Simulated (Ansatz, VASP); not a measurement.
K2ICl in VASP and in Ansatz

```
Cl I K
1.0
     2.43584    1.40633    8.03625
    -2.43584    1.40633    8.03625
     0.00000   -2.81267    8.03625
Cl I K
1 1 2
Direct
  0.00000 0.00000 0.00000
  0.50000 0.50000 0.50000
  0.25937 0.25937 0.25937
  0.74063 0.74063 0.74063
```

Alike in both runs: task single point; functional PBE; k mesh 6 × 6 × 6; no spin polarisation.

|  | VASP | Ansatz |
| --- | --- | --- |
| version | VASP 6.6.1 | Ansatz 0.2.0 |
| potentials or method | VASP PAW PBE potentials, release 64 (Cl, I, K_sv) | plane waves, PAW |
| plane-wave cutoff (eV) | 520 | 420 |
| occupations | gaussian, width 0.01 eV | fixed |
| valence electrons in the cell | 32 | 42 |

VASP gave:

| Item | Value |
| --- | --- |
| gap on the k mesh at the Fermi level (eV) | 3.60 |
| pressure (GPa) | -0.7 |
| rms of the force components (eV/Å) | 0.011 |

Problem. What did Ansatz give for the same quantities?

Solution. gap on the k mesh at the Fermi level (eV): 3.61; pressure (GPa): -0.7; rms of the force components (eV/Å): 0.010.

Atom by atom the forces differ by 0.000 eV/Å (rms over components). VASP's potentials hold 32 valence electrons a cell and Ansatz's 42, so a difference there can come from the potentials and not from the codes.

Neither program's run includes spin-orbit coupling.
